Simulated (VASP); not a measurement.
# CdS (Greenockite) (P1) in VASP: single point with PBE

Aim: the single point of CdS (Greenockite) with PBE.

Program: VASP 6.6.1. These are calculated values, not measurements. Logs are shortened: lines on timing, memory, paths and dates and some standing lists are left out, and cuts for length are marked.

### 1 The cell of the first run

The typed cell holds 4 atoms: a = 4.161 Å, b = 4.202 Å, c = 6.740 Å, α = 89.08°, β = 89.19°, γ = 120.94°.

### 2 Single point, PBE

Contents of INCAR:

```
  PREC = Accurate
  ENCUT = 520
  EDIFF = 1E-6
  ISMEAR = 0
  SIGMA = 0.01
  LREAL = False
  LASPH = True
  NELM = 100
  ALGO = Normal
  ISIF = 2
  LWAVE = False
  LCHARG = False
  GGA = PE
  NBANDS = 26
```

Contents of KPOINTS:

```
Automatic mesh
0
Gamma
  3 3 2
  0 0 0.5
```

Contents of POSCAR:

```
CdS
1.0
    4.1603700000     -0.0465700000      0.0296900000
   -2.1205100000      3.6279500000      0.0337100000
    0.0482000000      0.0910300000      6.7392000000
Cd S
2 2
Direct
    0.3453000000      0.6535900000      0.9823600000
    0.6596500000      0.3350700000      0.4974300000
    0.3260000000      0.6738300000      0.3802100000
    0.6569500000      0.3183800000      0.8791400000
```

Potentials or basis: VASP PAW PBE potentials, release 64 (Cd, S).

Launch:

```bash
$ cat potpaw_PBE.64/Cd/POTCAR potpaw_PBE.64/S/POTCAR > POTCAR
$ mpirun -np 1 vasp_std > vasp.out
```

OUTCAR:

```text
PREC = Accurate
   ENCUT = 520
   EDIFF = 1E-6
   ISMEAR = 0
   LREAL = False
   LASPH = True
   NELM = 100
   ISIF = 2
   GGA = PE

 ion  position               nearest neighbor table
   1  0.345  0.654  0.982-   4 2.46   4 2.48   4 2.57   3 2.69
   2  0.660  0.335  0.497-   3 2.49   3 2.53   3 2.57   4 2.57
   3  0.326  0.674  0.380-   2 2.49   2 2.53   2 2.57   1 2.69
   4  0.657  0.318  0.879-   1 2.46   1 2.48   1 2.57   2 2.57

  LATTYP: Found a triclinic cell.
 ALAT       =     4.1220542311
 B/A-ratio  =     1.0093842380
 C/A-ratio  =     1.6351039408
 COS(alpha) =     0.0141344728
 COS(beta)  =     0.0306522711
 COS(gamma) =     0.4852064433

  Lattice vectors:

 A1 = (  -2.0398600000,  -3.5813800000,  -0.0634000000)
 A2 = (  -4.1603700000,   0.0465700000,  -0.0296900000)
 A3 = (  -0.0482000000,  -0.0910300000,  -6.7392000000)

Analysis of symmetry for initial positions (statically):
=====================================================================
 Subroutine PRICEL returns:
 Original cell was already a primitive cell.

 Routine SETGRP: Setting up the symmetry group for a
 triclinic supercell.

 Subroutine GETGRP returns: Found  1 space group operations
 (whereof  1 operations were pure point group operations)
 out of a pool of  2 trial point group operations.

The static configuration has the point symmetry C_1 .

Analysis of symmetry for dynamics (positions and initial velocities):
=====================================================================
 Subroutine PRICEL returns:
 Original cell was already a primitive cell.

 Routine SETGRP: Setting up the symmetry group for a
 triclinic supercell.

 Subroutine GETGRP returns: Found  1 space group operations
 (whereof  1 operations were pure point group operations)
 out of a pool of  2 trial point group operations.

The dynamic configuration has the point symmetry C_1 .

 Subroutine INISYM returns: Found  1 space group operations
 (whereof  1 operations are pure point group operations),
 and found     1 'primitive' translations

----------------------------------------------------------------------------------------

                                     Primitive cell

  volume of cell :     101.0296

  direct lattice vectors                    reciprocal lattice vectors
     4.160370000 -0.046570000  0.029690000     0.241972744  0.141465119 -0.003641479
    -2.120510000  3.627950000  0.033710000     0.003133212  0.277504134 -0.003770807
     0.048200000  0.091030000  6.739200000    -0.001081700 -0.002011331  0.148420470

  length of vectors
     4.160736569  4.202346990  6.739987117     0.280314911  0.277547438  0.148438039

  position of ions in fractional coordinates (direct lattice)
     0.345300000  0.653590000  0.982360000
     0.659650000  0.335070000  0.497430000
     0.326000000  0.673830000  0.380210000
     0.656950000  0.318380000  0.879140000

  ion indices of the primitive-cell ions
   primitive index   ion index
                 1           1
                 2           2
                 3           3
                 4           4

----------------------------------------------------------------------------------------

 KPOINTS: Automatic mesh

Automatic generation of k-mesh.
 Grid dimensions read from file:
 generate k-points for:    3    3    2

 Generating k-lattice:

  Cartesian coordinates                     Fractional coordinates (reciprocal lattice)
     0.080657581  0.047155040 -0.001213826     0.333333333 -0.000000000  0.000000000
     0.001044404  0.092501378 -0.001256936     0.000000000  0.333333333  0.000000000
    -0.000540850 -0.001005666  0.074210235     0.000000000  0.000000000  0.500000000

  Length of vectors
     0.093438304  0.092515813  0.074219019

  Shift w.r.t. Gamma in fractional coordinates (k-lattice)
     0.000000000  0.000000000  0.500000000

 Subroutine IBZKPT returns following result:
 ===========================================

 Found      9 irreducible k-points:

 Following reciprocal coordinates:
            Coordinates               Weight
 -0.000000  0.000000  0.250000      2.000000
  0.333333 -0.000000  0.250000      2.000000
 -0.333333 -0.000000  0.250000      2.000000
  0.000000  0.333333  0.250000      2.000000
  0.333333  0.333333  0.250000      2.000000
 -0.333333  0.333333  0.250000      2.000000
 -0.000000 -0.333333  0.250000      2.000000
  0.333333 -0.333333  0.250000      2.000000
 -0.333333 -0.333333  0.250000      2.000000
   k-points           NKPTS =      9   k-points in BZ     NKDIM =      9   number of bands    NBANDS=     26
   number of dos      NEDOS =    301   number of ions     NIONS =      4
   total plane-waves  NPLWV =  51200
   dimension x,y,z NGX =    32 NGY =   32 NGZ =   50
   dimension x,y,z NGXF=    64 NGYF=   64 NGZF=  100
   ions per type =               2   2
   NGX,Y,Z   is equivalent  to a cutoff of  12.79, 12.66, 12.33 a.u.
   NGXF,Y,Z  is equivalent  to a cutoff of  25.57, 25.32, 24.67 a.u.
 SYSTEM =  unknown system
   PREC   = accura    normal or accurate (medium, high low for compatibility)
   ISTART =      0    job   : 0-new  1-cont  2-samecut
   ICHARG =      2    charge: 1-file 2-atom 10-const
   ISPIN  =      1    spin polarized calculation?
   LNONCOLLINEAR =      F non collinear calculations
   LSORBIT =      F    spin-orbit coupling
   LASPH  =      T    aspherical Exc in radial PAW
   ENCUT  =  520.0 eV  38.22 Ry    6.18 a.u.   7.74  7.81 12.53*2*pi/ulx,y,z
   NELM   =    100;   NELMIN=  2; NELMDL= -5     # of ELM steps
   EDIFF  = 0.1E-05   stopping-criterion for ELM
   LREAL  =      F    real-space projection
   EDIFFG = 0.1E-04   stopping-criterion for IOM
   NSW    =      0    number of steps for IOM
   IBRION =     -1    ionic relax: 0-MD 1-quasi-New 2-CG
   NFREE  =      0    steps in history (QN), initial steepest desc. (CG)
   ISIF   =      2    stress and relaxation
   ISYM   =      2    0-nonsym 1-usesym 2-fastsym
   POTIM  = 0.5000    time-step for ionic-motion
   TEBEG  =    0.0;   TEEND  =   0.0 temperature during run
   PSTRESS=    0.0 pullay stress
   NELECT =      36.0000    total number of electrons
   NUPDOWN=      -1.0000    fix difference up-down
   EMIN   =  10.00;   EMAX   =-10.00  energy-range for DOS
   EFERMI =   0.00;   METHOD = LEGACY
   ISMEAR =     0;   SIGMA  =   0.01  broadening in eV -4-tet -1-fermi 0-gaus
   EFERMI_NEDOS =   21; number of points for ismear=-14 and -15
   IALGO  =     38    algorithm
   IMIX   =      4    mixing-type and parameters
     AMIX     =   0.40;   BMIX     =  1.00
     AMIX_MAG =   1.60;   BMIX_MAG =  1.00
  volume/ion in A,a.u.               =      25.26       170.45
  Fermi-wavevector in a.u.,A,eV,Ry     =   1.160627  2.193268 18.327805  1.347056
  Thomas-Fermi vector in A             =   2.297208
   LORBIT       =      0    0 simple, 1 ext, 2 COOP (PROOUT), +10 PAW based schemes
   GGA     = PE    functional components
   LHFCALC =     F    Hartree Fock is set to
   AEXX    =    0.0000 exact exchange contribution
   IVDW    =     0    specifies the selected vdW correction
   LEPSILON=     F    determine dielectric tensor
   LRPA    =     F    only Hartree local field effects (RPA)
 non-spin polarized calculation
 Gauss-broadening in eV      SIGMA  =   0.01
  energy-cutoff  :      520.00
  volume of cell :      101.03
 maximum number of plane-waves:      2732
   NGX = 15   NGY = 15   NGZ = 25

 number of electron      36.0000001 magnetization

 Free energy of the ion-electron system (eV)
  ---------------------------------------------------
  ext. energy  EPLUGINS =         0.00000000
  ---------------------------------------------------
  free energy    TOTEN  =       -12.04789027 eV

  energy without entropy =      -12.04789027  energy(sigma->0) =      -12.04789027

 E-fermi :   1.1926     XC(G=0):  -9.0440

 val. band max:        1.1483697857   @ k =  -0.0000   0.0000   0.2500
 cond. band min:       3.2169226919   @ k =  -0.0000   0.0000   0.2500
 fundamental gap:      2.0685529063
 Fermi energy:         1.1926222358

 k-point     1 :      -0.0000    0.0000    0.2500
  band No.  band energies     occupation
      1     -11.1135      2.00000
      2     -10.6328      2.00000
      3      -6.6506      2.00000
      4      -6.5760      2.00000
      5      -6.4070      2.00000
      6      -6.3885      2.00000
[... 18 lines left out ...]
     25       8.3423      0.00000
     26       8.5584      0.00000

 k-point     2 :       0.3333   -0.0000    0.2500
  band No.  band energies     occupation
      1     -10.8782      2.00000
      2     -10.4492      2.00000
      3      -6.5082      2.00000
      4      -6.4516      2.00000
      5      -6.2704      2.00000
      6      -6.2270      2.00000
[... 18 lines left out ...]
     25       8.9952      0.00000
     26      10.2233      0.00000

 k-point     3 :      -0.3333   -0.0000    0.2500
  band No.  band energies     occupation
      1     -10.8735      2.00000
      2     -10.4541      2.00000
      3      -6.5116      2.00000
      4      -6.4338      2.00000
      5      -6.3115      2.00000
      6      -6.2144      2.00000
[... 18 lines left out ...]
     25       9.1322      0.00000
     26      10.2783      0.00000

 k-point     4 :       0.0000    0.3333    0.2500
  band No.  band energies     occupation
      1     -10.8649      2.00000
      2     -10.4562      2.00000
      3      -6.4812      2.00000
      4      -6.4130      2.00000
      5      -6.3354      2.00000
      6      -6.2411      2.00000
[... 18 lines left out ...]
     25       8.9625      0.00000
     26      10.2780      0.00000

 k-point     5 :       0.3333    0.3333    0.2500
  band No.  band energies     occupation
      1     -10.7466      2.00000
      2     -10.3746      2.00000
      3      -6.4333      2.00000
      4      -6.3162      2.00000
      5      -6.2854      2.00000
      6      -6.2286      2.00000
[... 18 lines left out ...]
     25      10.3584      0.00000
     26      10.5586      0.00000

 k-point     6 :      -0.3333    0.3333    0.2500
  band No.  band energies     occupation
      1     -10.8649      2.00000
      2     -10.4638      2.00000
      3      -6.4682      2.00000
      4      -6.4125      2.00000
      5      -6.2923      2.00000
      6      -6.2679      2.00000
[... 18 lines left out ...]
     25       9.0824      0.00000
     26      10.2936      0.00000

 k-point     7 :      -0.0000   -0.3333    0.2500
  band No.  band energies     occupation
      1     -10.8606      2.00000
      2     -10.4609      2.00000
      3      -6.4841      2.00000
      4      -6.4242      2.00000
      5      -6.2784      2.00000
      6      -6.2530      2.00000
[... 18 lines left out ...]
     25       9.0493      0.00000
     26      10.1866      0.00000

 k-point     8 :       0.3333   -0.3333    0.2500
  band No.  band energies     occupation
      1     -10.8655      2.00000
      2     -10.4634      2.00000
      3      -6.4626      2.00000
      4      -6.4120      2.00000
      5      -6.3509      2.00000
      6      -6.2590      2.00000
[... 18 lines left out ...]
     25       9.1368      0.00000
     26      10.2571      0.00000

 k-point     9 :      -0.3333   -0.3333    0.2500
  band No.  band energies     occupation
      1     -10.7469      2.00000
      2     -10.3743      2.00000
      3      -6.4349      2.00000
      4      -6.3115      2.00000
      5      -6.2832      2.00000
      6      -6.2335      2.00000
[... 18 lines left out ...]
     25      10.2556      0.00000
     26      10.5546      0.00000

------------------------ aborting loop because EDIFF is reached ----------------------------------------

  FORCE on cell =-STRESS in cart. coord.  units (eV):
  Direction    XX          YY          ZZ          XY          YZ          ZX
  --------------------------------------------------------------------------------------
  -------------------------------------------------------------------------------------
  Total        2.2381103      2.6449630      0.3383857      0.1325995     -0.3181116     -0.5417656
  in kB       35.4930561     41.9451258      5.3662877      2.1028282     -5.0447700     -8.5915860
  external PRESSURE =      27.6014898 kB  Pullay stress =       0.0000000 kB

 VOLUME and BASIS-vectors are now :
 -----------------------------------------------------------------------------
  energy-cutoff  :      520.00
  volume of cell :      101.03
      direct lattice vectors                 reciprocal lattice vectors
     4.160370000 -0.046570000  0.029690000     0.241972744  0.141465119 -0.003641479
    -2.120510000  3.627950000  0.033710000     0.003133212  0.277504134 -0.003770807
     0.048200000  0.091030000  6.739200000    -0.001081700 -0.002011331  0.148420470

 POSITION                                       TOTAL-FORCE (eV/Angst)
 -----------------------------------------------------------------------------------
      0.09798      2.44454      6.65260        -0.415959     -0.085913      0.687179
      2.05784      1.23018      3.38316        -0.267710     -0.023363      0.025599
     -0.05426      2.46405      2.59470         0.329686     -0.025910     -0.465770
      2.10040      1.20450      5.95494         0.353983      0.135186     -0.247007
 -----------------------------------------------------------------------------------
    total drift:                               -0.000370     -0.000212     -0.000934

  FREE ENERGIE OF THE ION-ELECTRON SYSTEM (eV)
  ---------------------------------------------------
  free  energy   TOTEN  =       -12.0478902724 eV

  energy  without entropy=      -12.0478902724  energy(sigma->0) =      -12.04789027
```

It used 22 s of CPU time on 1 thread of Intel Xeon 6975P-C, on a shared host.

What came out:

```yaml
Free_energy: -12.0479 eV
Pressure: 2.8 GPa
Largest_force: 0.808 eV/Å
Band_gap_on_the_k_mesh: 2.07 eV, direct
```

Forces in eV/Å, atoms in the order of the input:
```
Cd  -0.416 -0.086  0.687
Cd  -0.268 -0.023  0.026
S    0.330 -0.026 -0.466
S    0.354  0.135 -0.247
```

Levels at points of the mesh, in eV from the valence-band top:
```csv
k point,band 14,band 15,band 16,band 17,band 18,band 19,band 20,band 21,band 22,band 23
"(0.00, 0.00, 0.25)",-0.93,-0.69,-0.49,-0.08,0.00,2.07,2.76,6.31,6.50,6.53
```

Caveat: the k points lie up to 0.59 Å⁻¹ apart. PBE gaps usually lie below the measured ones, often by a third to a half.
